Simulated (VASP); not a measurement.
# SnO (P1) in VASP: further runs

The runs below take SnO through single point, with LDA.

Program: VASP 6.6.1. These are calculated values, not measurements. Logs are shortened: lines on timing, memory, paths and dates and some standing lists are left out, and cuts for length are marked.

## (1) The cell of the first run

The typed cell holds 4 atoms: a = 3.355 Å, b = 5.674 Å, c = 4.222 Å, α = 90.00°, β = 90.00°, γ = 90.00°.

## (2) Single point, LDA

The input, INCAR:

```
  PREC = Accurate
  ENCUT = 520
  EDIFF = 1E-6
  ISMEAR = 0
  SIGMA = 0.01
  LREAL = False
  LASPH = True
  NELM = 60
  ALGO = Normal
  ISIF = 2
  LWAVE = False
  LCHARG = False
  GGA = CA
  NBANDS = 28
```

The input, KPOINTS:

```
regular mesh
0
Gamma
  4 3 3
```

The input, POSCAR:

```
SnO
1.0
    3.3550050000      0.0000000000      0.0000000000
    0.0000000000      5.6741040000      0.0000000000
    0.0000000000      0.0000000000      4.2219700000
Sn O
2 2
Direct
   -0.0047640247      0.2039704148      0.4917066832
    0.4983034062      0.7523184807     -0.0112292261
   -0.0034718725      0.8814304274      0.7343160968
    0.4959305106      0.0721438404      0.2383351674
```

Potentials or basis: VASP PAW LDA potentials, release 64 (Sn_d, O).

The run is started by

```console
> cat potpaw_LDA.64/Sn_d/POTCAR potpaw_LDA.64/O/POTCAR > POTCAR
> mpirun -np 1 vasp_std > vasp.out
```

OUTCAR:

```text
PREC = Accurate
   ENCUT = 520
   EDIFF = 1E-6
   ISMEAR = 0
   LREAL = False
   LASPH = True
   NELM = 60
   ISIF = 2
   GGA = CA

 ion  position               nearest neighbor table
   1  0.995  0.204  0.492-   3 2.10   4 2.12   4 2.13   2 3.71   2 3.72   2 3.72   2 3.73
   2  0.498  0.752  0.989-   4 2.10   3 2.12   3 2.13   1 3.71   1 3.72   1 3.72   1 3.73
   3  0.997  0.881  0.734-   1 2.10   2 2.12   2 2.13
   4  0.496  0.072  0.238-   2 2.10   1 2.12   1 2.13

  LATTYP: Found a simple orthorhombic cell.
 ALAT       =     3.3550050000
 B/A-ratio  =     1.2584094510
 C/A-ratio  =     1.6912356315

  Lattice vectors:

 A1 = (  -3.3550050000,   0.0000000000,   0.0000000000)
 A2 = (   0.0000000000,   0.0000000000,   4.2219700000)
 A3 = (   0.0000000000,   5.6741040000,   0.0000000000)

Analysis of symmetry for initial positions (statically):
=====================================================================
 Subroutine PRICEL returns:
 Original cell was already a primitive cell.

 Routine SETGRP: Setting up the symmetry group for a
 simple orthorhombic supercell.

 Subroutine GETGRP returns: Found  1 space group operations
 (whereof  1 operations were pure point group operations)
 out of a pool of  8 trial point group operations.

The static configuration has the point symmetry C_1 .

Analysis of symmetry for dynamics (positions and initial velocities):
=====================================================================
 Subroutine PRICEL returns:
 Original cell was already a primitive cell.

 Routine SETGRP: Setting up the symmetry group for a
 simple orthorhombic supercell.

 Subroutine GETGRP returns: Found  1 space group operations
 (whereof  1 operations were pure point group operations)
 out of a pool of  8 trial point group operations.

The dynamic configuration has the point symmetry C_1 .

 Subroutine INISYM returns: Found  1 space group operations
 (whereof  1 operations are pure point group operations),
 and found     1 'primitive' translations

----------------------------------------------------------------------------------------

                                     Primitive cell

  volume of cell :      80.3722

[... 81 lines left out ...]
   LNONCOLLINEAR =      F non collinear calculations
   LSORBIT =      F    spin-orbit coupling
   LASPH  =      T    aspherical Exc in radial PAW
   ENCUT  =  520.0 eV  38.22 Ry    6.18 a.u.   6.24 10.55  7.85*2*pi/ulx,y,z
   NELM   =     60;   NELMIN=  2; NELMDL= -5     # of ELM steps
   EDIFF  = 0.1E-05   stopping-criterion for ELM
   LREAL  =      F    real-space projection
   EDIFFG = 0.1E-04   stopping-criterion for IOM
   NSW    =      0    number of steps for IOM
   IBRION =     -1    ionic relax: 0-MD 1-quasi-New 2-CG
   NFREE  =      0    steps in history (QN), initial steepest desc. (CG)
   ISIF   =      2    stress and relaxation
   ISYM   =      2    0-nonsym 1-usesym 2-fastsym
   POTIM  = 0.5000    time-step for ionic-motion
   TEBEG  =    0.0;   TEEND  =   0.0 temperature during run
   PSTRESS=    0.0 pullay stress
   NELECT =      40.0000    total number of electrons
   NUPDOWN=      -1.0000    fix difference up-down
   EMIN   =  10.00;   EMAX   =-10.00  energy-range for DOS
   EFERMI =   0.00;   METHOD = LEGACY
   ISMEAR =     0;   SIGMA  =   0.01  broadening in eV -4-tet -1-fermi 0-gaus
   EFERMI_NEDOS =   21; number of points for ismear=-14 and -15
   IALGO  =     38    algorithm
   IMIX   =      4    mixing-type and parameters
     AMIX     =   0.40;   BMIX     =  1.00
     AMIX_MAG =   1.60;   BMIX_MAG =  1.00
  volume/ion in A,a.u.               =      20.09       135.59
  Fermi-wavevector in a.u.,A,eV,Ry     =   1.297357  2.451650 22.900458  1.683136
  Thomas-Fermi vector in A             =   2.428755
   LORBIT       =      0    0 simple, 1 ext, 2 COOP (PROOUT), +10 PAW based schemes
   GGA     = CA    functional components
   LHFCALC =     F    Hartree Fock is set to
   AEXX    =    0.0000 exact exchange contribution
   IVDW    =     0    specifies the selected vdW correction
   LEPSILON=     F    determine dielectric tensor
   LRPA    =     F    only Hartree local field effects (RPA)
 non-spin polarized calculation
 Gauss-broadening in eV      SIGMA  =   0.01
  energy-cutoff  :      520.00
  volume of cell :       80.37
 maximum number of plane-waves:      2172
 NGX is ok and might be reduce to    28
   NGX = 13   NGY = 21   NGZ = 15

 number of electron      40.0000001 magnetization

 Free energy of the ion-electron system (eV)
  ---------------------------------------------------
  ext. energy  EPLUGINS =         0.00000000
  ---------------------------------------------------
  free energy    TOTEN  =       -25.22657720 eV

  energy without entropy =      -25.22657720  energy(sigma->0) =      -25.22657720

 E-fermi :   4.8214     XC(G=0):  -9.9191

 val. band max:        4.7725906981   @ k =   0.0000   0.0000   0.0000
 cond. band min:       6.3391416306   @ k =   0.5000   0.3333   0.3333
 fundamental gap:      1.5665509325
 Fermi energy:         4.8213566544

 k-point     1 :       0.0000    0.0000    0.0000
  band No.  band energies     occupation
      1     -16.6346      2.00000
      2     -16.2213      2.00000
      3     -16.1192      2.00000
      4     -16.1011      2.00000
      5     -16.0724      2.00000
      6     -16.0399      2.00000
[... 578 lines left out ...]
     27      13.5542      0.00000
     28      14.4219      0.00000

------------------------ aborting loop because EDIFF is reached ----------------------------------------

  FORCE on cell =-STRESS in cart. coord.  units (eV):
  Direction    XX          YY          ZZ          XY          YZ          ZX
  --------------------------------------------------------------------------------------
  -------------------------------------------------------------------------------------
  Total       -1.3896180     -0.3922535     -0.5643962      0.0602451     -0.1131210     -0.0219992
  in kB      -27.7013170     -7.8193706    -11.2509470      1.2009543     -2.2550088     -0.4385425
  external PRESSURE =     -15.5905449 kB  Pullay stress =       0.0000000 kB

 VOLUME and BASIS-vectors are now :
 -----------------------------------------------------------------------------
  energy-cutoff  :      520.00
  volume of cell :       80.37
      direct lattice vectors                 reciprocal lattice vectors
     3.355005000  0.000000000  0.000000000     0.298062149  0.000000000  0.000000000
     0.000000000  5.674104000  0.000000000     0.000000000  0.176239279  0.000000000
     0.000000000  0.000000000  4.221970000     0.000000000  0.000000000  0.236856254

 POSITION                                       TOTAL-FORCE (eV/Angst)
 -----------------------------------------------------------------------------------
      3.33902      1.15735      2.07597         0.019892      0.132515     -0.015245
      1.67181      4.26873      4.17456        -0.044895     -0.207941      0.066129
      3.34336      5.00133      3.10026         0.029967      0.060266      0.000714
      1.66385      0.40935      1.00624        -0.004964      0.015160     -0.051598
 -----------------------------------------------------------------------------------
    total drift:                                0.001028     -0.000558      0.000037

  FREE ENERGIE OF THE ION-ELECTRON SYSTEM (eV)
  ---------------------------------------------------
  free  energy   TOTEN  =       -25.2265772005 eV

  energy  without entropy=      -25.2265772005  energy(sigma->0) =      -25.22657720
```

OSZICAR:

```text
N       E                     dE             d eps       ncg     rms          rms(c)
DAV:   1     0.441237562253E+03    0.44124E+03   -0.20223E+04  1104   0.209E+03
DAV:   2     0.410321309277E+02   -0.40021E+03   -0.38370E+03  1104   0.547E+02
DAV:   3    -0.257016022968E+02   -0.66734E+02   -0.65739E+02  1220   0.190E+02
DAV:   4    -0.290352682062E+02   -0.33337E+01   -0.33169E+01  1248   0.461E+01
DAV:   5    -0.291176869858E+02   -0.82419E-01   -0.82400E-01  1176   0.778E+00    0.118E+01
DAV:   6    -0.253669666352E+02    0.37507E+01   -0.16246E+01  1752   0.472E+01    0.526E+00
DAV:   7    -0.252940462377E+02    0.72920E-01   -0.21051E+00  1272   0.899E+00    0.258E+00
DAV:   8    -0.252421397347E+02    0.51907E-01   -0.38670E-01  1492   0.420E+00    0.810E-01
DAV:   9    -0.252259814498E+02    0.16158E-01   -0.52239E-02  1644   0.251E+00    0.217E-01
DAV:  10    -0.252269508557E+02   -0.96941E-03   -0.72781E-03  1540   0.763E-01    0.136E-01
DAV:  11    -0.252265629162E+02    0.38794E-03   -0.12070E-03  1636   0.363E-01    0.312E-02
DAV:  12    -0.252265863674E+02   -0.23451E-04   -0.38899E-04  1420   0.114E-01    0.317E-02
DAV:  13    -0.252265770636E+02    0.93038E-05   -0.39044E-05  1500   0.669E-02    0.885E-03
DAV:  14    -0.252265772005E+02   -0.13695E-06   -0.27466E-06  1132   0.107E-02
   1 F= -.25226577E+02 E0= -.25226577E+02  d E =-.736351E-14
```

stdout:

```text
POSCAR found type information on POSCAR SnO
 POSCAR found :  2 types and       4 ions
 scaLAPACK will be used
 LDA part: xc-table for (Slater(with rela. corr.)+CA(PZ))
 , standard interpolation
 POSCAR, INCAR and KPOINTS ok, starting setup
 FFT: planning ... GRIDC
 FFT: planning ... GRID_SOFT
 FFT: planning ... GRID
 WAVECAR not read
 entering main loop
```

Run time: 50 s. Hardware: 1 thread of Intel Xeon 8259CL, shared host; peak memory 0.18 GiB.

What came out:

| Property | Result |
| --- | --- |
| Free energy | -25.2266 eV |
| Pressure | -1.6 GPa |
| Largest force | 0.223 eV/Å |
| Band gap on the k mesh | 1.57 eV (least direct gap 2.25 eV) |

Forces on the atoms (eV/Å):
```
Sn   0.020  0.133 -0.015
Sn  -0.045 -0.208  0.066
O    0.030  0.060  0.001
O   -0.005  0.015 -0.052
```

Caveat: the k points lie up to 0.50 Å⁻¹ apart; spin-orbit coupling is left out, which moves the levels of the heavy elements; an odd mesh through Γ misses points on the zone boundary, where band edges can lie.

## (3) Single point, LDA

The input, INCAR:

```
SYSTEM = SnO
PREC = Accurate
ENCUT = 520
EDIFF = 1E-6
ISMEAR = 0
SIGMA = 0.01
LREAL = .False.
LASPH = .True.
NELM = 100
ALGO = Normal
ISIF = 2
LWAVE = .False.
LCHARG = .False.
GGA = CA
NBANDS = 28
```

The input, KPOINTS:

```
Automatic mesh
0
Gamma
  4 3 3
  0 0 0
```

The input, POSCAR:

```
SnO
1.0
    3.3550050000      0.0000000000      0.0000000000
    0.0000000000      5.6741040000      0.0000000000
    0.0000000000      0.0000000000      4.2219700000
Sn O
2 2
Direct
   -0.0048946240      0.2037114890      0.4907251762
    0.4984335668      0.7518531605     -0.0113272404
   -0.0036591000      0.8824245194      0.7351993962
    0.4961182099      0.0718739796      0.2385312679
```

Potentials or basis: VASP PAW LDA potentials, release 64 (Sn_d, O).

The run is started by

```console
> cat potpaw_LDA.64/Sn_d/POTCAR potpaw_LDA.64/O/POTCAR > POTCAR
> mpirun -np 1 vasp_std > vasp.out
```

Run time: 43 s. Hardware: 1 thread of Intel Xeon 8259CL, shared host; peak memory 0.18 GiB.

Results (log left out):

```yaml
Free_energy: -25.2270 eV
Pressure: -1.5 GPa
Largest_force: 0.188 eV/Å
Band_gap_on_the_k_mesh: 1.57 eV (least direct gap 2.24 eV)
```

Forces on the atoms (eV/Å):
```
Sn   0.027  0.169  0.005
Sn  -0.051 -0.172  0.055
O    0.038  0.020  0.009
O   -0.014 -0.016 -0.069
```

Stress tensor (GPa, compression positive):
```
-2.70  0.14 -0.04
 0.14 -0.77 -0.19
-0.04 -0.19 -1.06
```

Levels at points of the mesh, in eV from the valence-band top:
```csv
k point,band 17,band 18,band 19,band 20,band 21,band 22,band 23,band 24
"(0.00, 0.00, 0.00)",-4.01,-3.09,-2.28,0.00,2.24,2.85,5.68,5.71
"(0.50, 0.00, 0.00)",-2.98,-2.96,-1.47,-1.45,2.55,2.56,5.51,5.51
```

Caveat: the k points lie up to 0.50 Å⁻¹ apart; spin-orbit coupling is left out, which moves the levels of the heavy elements; an odd mesh through Γ misses points on the zone boundary, where band edges can lie.
